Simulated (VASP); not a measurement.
SiC (pbe), 2 atoms in the cell. The structure is trigonal, space group R3m (No. 160). Conventional cell: a = 3.050 Å, b = 3.050 Å, c = 7.611 Å, α = 90.00°, β = 90.00°, γ = 120.00°. Si (site symmetry 3m) has 4 C at 1.87 to 1.90 Å within 2.5 Å. C (site symmetry 3m) has 4 Si at 1.87 to 1.90 Å within 2.5 Å.  This cell differs from its parent crystal: strained cell.

| Quantity | Value |
| --- | --- |
| Program | VASP 6.6.1 |
| Task | relaxation of the atoms |
| Functional | PBE |
| Potentials or basis | VASP PAW PBE potentials, release 64 (Si, C) |
| Cutoff | 520 eV |
| k mesh | 9 × 9 × 9 |
| Occupations | gaussian, width 0.02 eV |
| Spin | no spin polarisation |
| Dipole correction | no |
| Further INCAR settings | ALGO = Normal; EDIFF = 1e-07; IBRION = 2; EDIFFG = -0.002; NSW = 60 |

Potentials or basis: VASP PAW PBE potentials, release 64 (Si, C).

Run with:

```console
$ cat potpaw_PBE.64/Si/POTCAR potpaw_PBE.64/C/POTCAR > POTCAR
$ mpirun -np 1 vasp_std > vasp.out
```

Hardware: 1 thread of Intel(R) Xeon(R) Platinum 8488C (Sapphire Rapids) (shared host).

How long does it take, and how much memory?

Wall time 13 s on 1 thread of Intel(R) Xeon(R) Platinum 8488C (Sapphire Rapids) (shared host), peak memory 0.14 GiB. Counts: scf iterations 23, k points 85, ion steps 3.
